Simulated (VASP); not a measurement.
Wanted: the native input for a VASP 6.6.1 run.

| Quantity | Value |
| --- | --- |
| Task | single point |
| Functional | PBE |
| Potentials or basis | VASP PAW PBE potentials, release 64 (V_sv) |
| Cutoff | 520 eV |
| k mesh | 10 × 10 × 10 |
| Occupations | fermi-dirac, width 0.05 eV |
| Spin | collinear spin, zero start |
| Starting moments | [0.0] μB |
| Fixed moment | 0 μB |
| Dipole correction | no |
| Further INCAR settings | ALGO = Normal; EDIFF = 1e-06; NBANDS = 16 |

The structure of V lies in POSCAR:

```
V
1.0
   -1.5143500000      1.5143500000      1.5143500000
    1.5143500000     -1.5143500000      1.5143500000
    1.5143500000      1.5143500000     -1.5143500000
V
1
Direct
    0.0000000000      0.0000000000      0.0000000000
```

The input as run:

INCAR

```
ALGO = Normal
EDIFF = 1E-6
ENCUT = 520
GGA = PE
ISIF = 2
ISMEAR = -1
ISPIN = 2
LASPH = T
LCHARG = F
LMAXMIX = 4
LORBIT = 11
LREAL = F
LWAVE = F
MAGMOM = 0
NBANDS = 16
NELM = 150
NUPDOWN = 0.0
PREC = Accurate
SIGMA = 0.05
```

KPOINTS

```
k-points
0
Gamma
  10 10 10
```

Potentials or basis: VASP PAW PBE potentials, release 64 (V_sv).

Launch:

```bash
$ cat potpaw_PBE.64/V_sv/POTCAR > POTCAR
$ mpirun -np 1 vasp_std > vasp.out
```

It gave:

```json
{"Pressure": "-4.5 GPa", "Net moment": "0.00 μB per cell", "Valence electrons inside the program's atomic spheres": "V 11.59"}
```

Caveat: the total moment is fixed, so each spin has its own Fermi level.

Wall time 23 s on 1 thread of Intel Xeon 8259CL, on a shared host, peak memory 0.14 GiB.
